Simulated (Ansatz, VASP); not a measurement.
# KTaO3: VASP beside Ansatz

The input POSCAR:

```
KTaO3
1.0
    4.0665218197      0.0000000000      0.0000000000
    0.0000000000      4.0665218197      0.0000000000
    0.0000000000      0.0000000000      4.0665218197
Ta K O
1 1 3
Direct
    0.0000000000      0.0000000000      0.0000000000
    0.5000000000      0.5000000000      0.5000000000
    0.0000000000      0.0000000000      0.5000000000
    0.0000000000      0.5000000000      0.0000000000
    0.5000000000      0.0000000000      0.0000000000
```

INCAR.step1

```
  ALGO = Normal
  EDIFF = 1E-4
  ENCUT = 520
  GGA = PE
  ISMEAR = -1
  LASPH = T
  LCHARG = F
  LREAL = F
  LWAVE = T
  NBANDS = 27
  NELM = 80
  PREC = Accurate
  SIGMA = 0.05
```

Contents of INCAR.step2:

```
  ALGO = Normal
  EDIFF = 1E-6
  ENCUT = 520
  ISIF = 2
  ISMEAR = -1
  ISTART = 1
  LASPH = T
  LCHARG = F
  LMIXTAU = T
  LREAL = F
  LWAVE = F
  METAGGA = R2SCAN
  NBANDS = 27
  NELM = 80
  PREC = Accurate
  SIGMA = 0.05
```

Contents of KPOINTS:

```
k-points
0
Gamma
  7 7 7
```

input.yaml

```yaml
crystal:
  lattice:
    - [4.0665218197, 0.0, 0.0]
    - [0.0, 4.0665218197, 0.0]
    - [0.0, 0.0, 4.0665218197]
  atoms:
    - { symbol: Ta, position: [0.0, 0.0, 0.0] }
    - { symbol: K, position: [0.5, 0.5, 0.5] }
    - { symbol: O, position: [0.0, 0.0, 0.5] }
    - { symbol: O, position: [0.0, 0.5, 0.0] }
    - { symbol: O, position: [0.5, 0.0, 0.0] }
hamiltonian:
  xc: r2scan
  pseudopotentials: { kind: paw }
kpoints:
  mp_grid: { grid: [7, 7, 7] }
scf:
  occupations: { method: fermi_dirac, width: 0.05 }
output:
  forces: true
  stress: true
  eigenvalues: true
```

Alike in both runs: task single point; functional r2SCAN; k mesh 7 × 7 × 7; occupations fermi-dirac, width 0.05 eV; no spin polarisation.

|  | VASP | Ansatz |
| --- | --- | --- |
| version | VASP 6.6.1 | Ansatz 0.2.0 |
| potentials or method | VASP PAW PBE potentials, release 64 (Ta_pv, K_sv, O) | Ansatz PAW |
| plane-wave cutoff (eV) | 520 | 500 |
| valence electrons in the cell | 38 | 40 |

|  | VASP | Ansatz | Ansatz less VASP |
| --- | --- | --- | --- |
| gap on the k mesh at the Fermi level (eV) | 2.50 | 2.53 | +0.026 |
| least direct gap on the mesh (eV) | 3.11 | 3.13 | +0.017 |
| pressure (GPa) | -9.8 | -10.5 | -0.69 |

VASP's potentials were made for PBE, not for r2SCAN. VASP's potentials hold 38 valence electrons a cell and Ansatz's 40, so a difference there can come from the potentials and not from the codes.

Spin-orbit coupling is off throughout. Noted on Ansatz's run: odd divisions of the mesh miss points on the zone boundary, where band edges often lie, so the gap on the mesh can be too wide.
